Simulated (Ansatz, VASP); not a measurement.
# CaSe in VASP and in Ansatz

INCAR

```
SYSTEM = CaSe
ALGO = Normal ; EDIFF = 1E-6
ENCUT = 520 ; GGA = CA
ISIF = 2 ; ISMEAR = -1
LASPH = .TRUE. ; LCHARG = .FALSE.
LREAL = .FALSE. ; LWAVE = .FALSE.
NBANDS = 15 ; NELM = 80
PREC = Accurate ; SIGMA = 0.05
```

Contents of KPOINTS:

```
k-points
0
G
  8 8 8
  0 0 0
```

File POSCAR:

```
CaSe
1.0
    0.0000000000      3.0139755031      3.0139755031
    3.0139755031      0.0000000000      3.0139755031
    3.0139755031      3.0139755031      0.0000000000
Se Ca
1 1
Direct
    0.5000000000      0.5000000000      0.5000000000
    0.0000000000      0.0000000000      0.0000000000
```

Contents of input.yaml:

```yaml
crystal:
  lattice:
    - [0.0, 3.0139755031, 3.0139755031]
    - [3.0139755031, 0.0, 3.0139755031]
    - [3.0139755031, 3.0139755031, 0.0]
  atoms:
    - { symbol: Se, position: [0.5, 0.5, 0.5] }
    - { symbol: Ca, position: [0.0, 0.0, 0.0] }
kpoints:
  mp_grid: { grid: [8, 8, 8] }
scf:
  occupations: { method: fermi_dirac, width: 0.05 }
hamiltonian:
  xc: lda
  pseudopotentials: { kind: all_electron, lapw: { basis_error: 0.001 } }
output:
  forces: true
  stress: true
  eigenvalues: true
```

Change from the starting cell: volume scaled by 1.06.

Alike in both runs: task single point; functional LDA; k mesh 8 × 8 × 8; occupations fermi-dirac, width 0.05 eV; no spin polarisation.

|  | VASP | Ansatz |
| --- | --- | --- |
| version | VASP 6.6.1 | Ansatz 0.2.0 |
| potentials or method | VASP PAW LDA potentials, release 64 (Se, Ca_sv), cutoff 520 eV | all-electron LAPW, scalar-relativistic |

Ansatz gave:

| Quantity | Value |
| --- | --- |
| gap on the k mesh at the Fermi level (eV) | 2.00 |
| least direct gap on the mesh (eV) | 2.79 |
| pressure (GPa) | -5.4 |

Task: Estimate VASP's values.

Result: gap on the k mesh at the Fermi level (eV): 1.99; least direct gap on the mesh (eV): 2.81; pressure (GPa): -5.2.

LDA's correlation is that of Perdew and Zunger in VASP and of Perdew and Wang (1992) in Ansatz. Ansatz ran all-electron here, and VASP with PAW potentials.
